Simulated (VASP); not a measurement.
Write the native input for VASP 6.6.1 that does the following.

* Task: single point
* Functional: PBE
* Potentials or basis: VASP PAW PBE potentials, release 64 (Ru_pv)
* Cutoff: 520 eV
* k mesh: 8 × 8 × 8
* Occupations: gaussian, width 0.1 eV
* Spin: no spin polarisation
* Dipole correction: no
* Further INCAR settings: ALGO = Fast; EDIFF = 1e-06; NBANDS = 21

The structure of Ru lies in POSCAR:

```
Ru
1.0
    0.0000000000      2.5221336216      3.9699592690
    1.4561260401      0.0000000000      3.9699592690
    1.4561260401      2.5221336216      0.0000000000
Ru
2
Direct
    0.1666700000      0.8333300000      0.1666700000
    0.8333300000      0.1666700000      0.8333300000
```

One way to write it, as run:

INCAR

```
PREC = Accurate
ENCUT = 520
EDIFF = 1E-6
ISMEAR = 0
SIGMA = 0.1
LREAL = False
LASPH = True
NELM = 100
ALGO = Fast
ISIF = 2
LWAVE = False
LCHARG = False
GGA = PE
NBANDS = 21
```

KPOINTS

```
regular mesh
0
Gamma
  8 8 8
```

Potentials or basis: VASP PAW PBE potentials, release 64 (Ru_pv).

Command:

```bash
$ cat potpaw_PBE.64/Ru_pv/POTCAR > POTCAR
$ mpirun -np 1 vasp_std > vasp.out
```

It gave:

```yaml
Pressure: 407.1 GPa
Largest_force: 0.125 eV/Å
Band_gap_on_the_k_mesh: zero (bands 14 and 15 overlap by 3.18 eV)
```

Caveat: atoms lie so close that the PAW spheres overlap strongly, which falsifies energies and pressures; the stress differs along the axes, from 1 to 610 GPa.

It took 71 s on 1 thread of AMD EPYC 7R13 Processor (Zen 3) (shared host), peak memory 0.16 GiB.
